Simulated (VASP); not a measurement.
Here is a VASP 6.6.1 calculation.

Contents of INCAR:

```
PREC = Accurate
ENCUT = 600
EDIFF = 1E-6
ISMEAR = 0
SIGMA = 0.15
LREAL = False
LASPH = True
NELM = 200
ALGO = Normal
ISIF = 2
LWAVE = False
LCHARG = True
ISPIN = 2
MAGMOM = 1.11 2.08
LORBIT = 11
GGA = PS
LELF = True
LVHAR = True
NBANDS = 18
GGA_COMPAT = False
```

File KPOINTS:

```
Automatic mesh
0
Gamma
  16 16 16
```

Contents of POSCAR:

```
ClO
1.0
    3.1852167900      0.0000000000      0.0000000000
    0.0000000000      3.1852167900      0.0000000000
    0.0000000000      0.0000000000      3.1852167900
Cl O
1 1
Direct
    0.0000000000      0.0000000000      0.0000000000
    0.5000000000      0.5000000000      0.5000000000
```

Potentials or basis: VASP PAW PBE potentials, release 64 (Cl, O).

Command:

```console
$ cat potpaw_PBE.64/Cl/POTCAR potpaw_PBE.64/O/POTCAR > POTCAR
$ mpirun -np 1 vasp_std > vasp.out
```

Q: What does it give for the site moments?

A: Cl +0.91; O +1.60 μB.

Q: What does it give for the band gap on the k mesh?

A: Zero (filled and empty bands overlap).

Q: Estimate the pressure.

A: -2.6 GPa.

Q: Estimate the net moment.

A: 3.00 μB per cell.

Caveat: the PAW data sets were made with another functional, which shifts forces and pressure a little.
